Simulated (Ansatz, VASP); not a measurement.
# Ti: VASP beside Ansatz

```
Ti
1.0
     2.95000    0.00000    0.00000
    -1.47500    2.55477    0.00000
     0.00000    0.00000    4.68000
Ti
2
Direct
  0.33333 0.66667 0.25000
  0.66667 0.33333 0.75000
```

Alike in both runs: task single point; functional revPBE; k mesh 11 × 11 × 6; occupations gaussian, width 0.05 eV; no spin polarisation.

|  | VASP | Ansatz |
| --- | --- | --- |
| version | VASP 6.6.1 | Ansatz 0.2.0 |
| potentials or method | VASP PAW PBE potentials, release 64 (Ti_sv) | plane waves, PAW |
| plane-wave cutoff (eV) | 500 | 420 |
| valence electrons in the cell | 24 | 24 |

VASP gave:

| Property | Result |
| --- | --- |
| pressure (GPa) | 0.5 |
| traceless stress, the component that is largest in VASP (GPa) | 0.18 |

Problem. Estimate Ansatz's values.

Solution. Pressure (GPa): 0.8; traceless stress, the component that is largest in VASP (GPa): 0.20.

VASP's potentials were made for PBE, not for revPBE.
